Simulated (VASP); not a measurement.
Set up this calculation in VASP 6.6.1, as the native input.

```yaml
Task: single point
Functional: r2SCAN
Potentials_or_basis: VASP PAW PBE potentials, release 64 (Ba_sv, Zr_sv, O)
Cutoff: 520 eV
k_mesh: 6 × 6 × 6
Occupations: gaussian, width 0.05 eV
Spin: no spin polarisation
Dipole_correction: no
Further_INCAR_settings: ALGO = Normal; EDIFF = 1e-06; NBANDS = 28
```

BaZrO3:

```
CELL_PARAMETERS angstrom
4.18150 0.00000 0.00000
0.00000 4.18150 0.00000
0.00000 0.00000 4.18150
ATOMIC_POSITIONS crystal
Ba 0.50000 0.46829 0.46829
Zr 0.00000 0.00000 0.00000
O 0.50000 0.00000 0.00000
O 0.00000 0.50000 0.00000
O 0.00000 0.00000 0.50000
```

This cell differs from its parent crystal: all Ba atoms moved +0.188 Å, as atom 1 towards its neighbour atom 3 (O) at 2.957 Å.

One way to write it, as run:

POSCAR

```
BaZrO3
1.0
    4.1815000000      0.0000000000      0.0000000000
    0.0000000000      4.1815000000      0.0000000000
    0.0000000000      0.0000000000      4.1815000000
Ba Zr O
1 1 3
Direct
    0.5000000000      0.4682930715      0.4682930715
    0.0000000000      0.0000000000      0.0000000000
    0.5000000000      0.0000000000      0.0000000000
    0.0000000000      0.5000000000      0.0000000000
    0.0000000000      0.0000000000      0.5000000000
```

INCAR.step1

```
SYSTEM = BaZrO3
PREC     = Accurate       ! precision mode
ENCUT    = 520            ! plane-wave cutoff, eV
ISMEAR   = 0              ! smearing method
SIGMA    = 0.05           ! smearing width, eV
LREAL    = .False.        ! projectors in reciprocal space
LASPH    = .True.         ! aspherical terms in the spheres
NELM     = 60             ! most SCF steps
NBANDS   = 28             ! bands
GGA      = PE             ! functional
ALGO     = Normal         ! electronic algorithm
EDIFF    = 1E-4           ! SCF threshold, eV
LWAVE    = .True.         ! write WAVECAR
LCHARG   = .False.        ! write CHGCAR
```

INCAR.step2

```
SYSTEM = BaZrO3
PREC     = Accurate       ! precision mode
ENCUT    = 520            ! plane-wave cutoff, eV
EDIFF    = 1E-6           ! SCF threshold, eV
ISMEAR   = 0              ! smearing method
SIGMA    = 0.05           ! smearing width, eV
LREAL    = .False.        ! projectors in reciprocal space
LASPH    = .True.         ! aspherical terms in the spheres
NELM     = 60             ! most SCF steps
ALGO     = Normal         ! electronic algorithm
ISIF     = 2              ! what is computed and relaxed
LWAVE    = .False.        ! write WAVECAR
LCHARG   = .False.        ! write CHGCAR
METAGGA  = R2SCAN         ! meta-GGA
LMIXTAU  = .True.       
NBANDS   = 28             ! bands
ISTART   = 1
```

KPOINTS

```
Automatic mesh
0
Gamma
  6 6 6
  0 0 0
```

Potentials or basis: VASP PAW PBE potentials, release 64 (Ba_sv, Zr_sv, O).

The run is started by

```bash
$ cat potpaw_PBE.64/Ba_sv/POTCAR potpaw_PBE.64/Zr_sv/POTCAR potpaw_PBE.64/O/POTCAR > POTCAR
$ cp INCAR.step1 INCAR
$ mpirun -np 1 vasp_std > vasp.out
$ cp INCAR.step2 INCAR
$ mpirun -np 1 vasp_std > vasp.out
```

It gave:

The pressure is 4.7 GPa and the largest force is 0.896 eV/Å. The band gap on the k mesh is 3.69 eV (least direct gap 3.92 eV).

Caveat: the cell differs from its parent crystal (all Ba atoms moved +0.188 Å, as atom 1 towards its neighbour atom 3 (O) at 2.957 Å); the cell stands under pressure; the PAW data sets were made with another functional, which shifts forces and pressure a little; spin-orbit coupling is left out, which moves the levels of the heavy elements.

Run time: 110 s on 1 thread of Intel(R) Xeon(R) 6975P-C (Granite Rapids) (shared host), peak memory 0.26 GiB.
